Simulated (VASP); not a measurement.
Wanted: the native input for a VASP 6.6.1 run.

- Task: single point
- Functional: PBE
- Potentials or basis: VASP PAW PBE potentials, release 64 (Li_sv, H)
- Cutoff: 520 eV
- k mesh: 10 × 10 × 10
- Occupations: gaussian, width 0.05 eV
- Spin: no spin polarisation
- Dipole correction: no
- Further INCAR settings: ALGO = Normal; EDIFF = 1e-06; NBANDS = 9

The structure of LiH lies in POSCAR:

```
LiH
1.0
    0.0000000000      2.0325000000      2.1951000000
    2.0325000000      0.0000000000      2.1951000000
    2.0325000000      2.0325000000      0.0000000000
Li H
1 1
Direct
    0.0000000000      0.0000000000      0.0000000000
    0.5000000000      0.5000000000      0.5000000000
```

This cell differs from its parent crystal: strain +0.000 along x and y, +0.080 along z.

The input as run:

INCAR

```
PREC = Accurate
ENCUT = 520
EDIFF = 1E-6
ISMEAR = 0
SIGMA = 0.05
LREAL = False
LASPH = True
NELM = 60
ALGO = Normal
ISIF = 2
LWAVE = False
LCHARG = True
GGA = PE
LELF = True
LVHAR = True
NBANDS = 9
```

KPOINTS

```
Automatic mesh
0
Gamma
  10 10 10
```

Potentials or basis: VASP PAW PBE potentials, release 64 (Li_sv, H).

The run is started by

```bash
$ cat potpaw_PBE.64/Li_sv/POTCAR potpaw_PBE.64/H/POTCAR > POTCAR
$ mpirun -np 1 vasp_std > vasp.out
```

It gave:

```yaml
Band_gap_on_the_k_mesh: 2.28 eV, indirect (least direct gap 2.86 eV)
```

Caveat: the cell differs from its parent crystal (strain +0.000 along x and y, +0.080 along z).

Wall time 9.7 s on 1 thread of Intel Xeon 6975P-C (shared host), peak memory 0.14 GiB.
